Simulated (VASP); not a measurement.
Set up this calculation in VASP 6.6.1, as the native input.

| Item | Value |
| --- | --- |
| Task | single point |
| Functional | LDA |
| Potentials or basis | VASP PAW LDA potentials, release 64 (Li_sv) |
| Cutoff | 520 eV |
| k mesh | 16 × 16 × 16 |
| Occupations | fermi-dirac, width 0.05 eV |
| Spin | no spin polarisation |
| Dipole correction | no |
| Further INCAR settings | ALGO = Normal; EDIFF = 1e-06; NBANDS = 8 |

The structure of Li lies in POSCAR:

```
Li
1.0
    0.0220200000      2.2130100000      2.2130100000
    2.2130100000      0.0220200000      2.2130100000
    2.2130100000      2.2130100000      0.0220200000
Li
1
Direct
    0.0000000000      0.0000000000      0.0000000000
```

This cell differs from its parent crystal: equal xy, yz and zx shear strains of +1 %.

The input as run:

INCAR

```
ALGO = Normal ; EDIFF = 1E-6
ENCUT = 520 ; GGA = CA
ISIF = 2 ; ISMEAR = -1
LASPH = T ; LCHARG = T
LELF = T ; LREAL = F
LVHAR = T ; LWAVE = F
NBANDS = 8 ; NELM = 100
PREC = Accurate ; SIGMA = 0.05
```

KPOINTS

```
k-points
0
Gamma
  16 16 16
```

Potentials or basis: VASP PAW LDA potentials, release 64 (Li_sv).

The run is started by

```sh
$ cat potpaw_LDA.64/Li_sv/POTCAR > POTCAR
$ mpirun -np 1 vasp_std > vasp.out
```

Run time: 26 s on 1 thread of AMD EPYC 9R45 96-Core Processor (Zen 5), on a shared host, peak memory 0.13 GiB.
